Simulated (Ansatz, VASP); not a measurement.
Two plane-wave programs on Co

File INCAR:

```
SYSTEM = Co
  PREC = Accurate
  ENCUT = 520
  EDIFF = 1E-7
  ISMEAR = -1
  SIGMA = 0.05
  LREAL = .False.
  LASPH = .True.
  NELM = 150
  ALGO = Normal
  ISIF = 2
  LWAVE = .False.
  LCHARG = .True.
  ISPIN = 2
  MAGMOM = 1.714
  LORBIT = 11
  LMAXMIX = 4
  GGA = B5
  ALDAX = 1.0
  AGGAX = 1.0
  AGGAC = 1.0
  ALDAC = 0.0
  LELF = .True.
  LVHAR = .True.
  NBANDS = 14
```

KPOINTS

```
regular mesh
0
Gamma
  17 17 17
  0 0 0
```

POSCAR

```
Co
1.0
    0.0000000000      1.8555641929      1.8555641929
    1.8555641929      0.0000000000      1.8555641929
    1.8555641929      1.8555641929      0.0000000000
Co
1
Direct
    0.0000000000      0.0000000000      0.0000000000
```

Input for Ansatz:

```yaml
crystal:
  lattice:
    - [0.0, 1.8555641929, 1.8555641929]
    - [1.8555641929, 0.0, 1.8555641929]
    - [1.8555641929, 1.8555641929, 0.0]
  atoms:
    - { symbol: Co, position: [0.0, 0.0, 0.0], spin: 1.714 }
hamiltonian:
  xc: blyp
  pseudopotentials:
    kind: paw
    azcp:
      Co: "pseudopotentials/Co.paw.azcp"
basis:
  ecutwfc: 420
  fft_grid_basis: typed
kpoints:
  mp_grid: { grid: [17, 17, 17], shift: [0, 0, 0] }
magnetization:
  spin_polarized: true
scf:
  occupations: { method: fermi_dirac, width: 0.05 }
  lower_state_search: "off"
output:
  stress: true
  write_density: true
  write_potential: true
  elf: true
  volumetric_format: npy
```

Alike in both runs: task single point; functional BLYP; k mesh 17 × 17 × 17; occupations fermi-dirac, width 0.05 eV; collinear spin.

|  | VASP | Ansatz |
| --- | --- | --- |
| version | VASP 6.6.1 | Ansatz 0.2.0 |
| potentials or method | VASP PAW PBE potentials, release 64 (Co), cutoff 520 eV | plane waves (420 eV) with PAW, scalar-relativistic |
| valence electrons in the cell | 9 | 17 |

```tsv
	VASP	Ansatz	Ansatz less VASP
pressure (GPa)	-16.1	-16.1	-0.01
net moment per atom (μB)	1.70	1.71	+0.018
size of the moment on the site where the two differ most (μB)	1.74	1.79	+0.053
```

VASP's potentials were made for PBE, not for BLYP. Site moments also hang on the region over which each program counts them. VASP's potentials hold 9 valence electrons a cell and Ansatz's 17, so a difference there can come from the potentials and not from the codes.
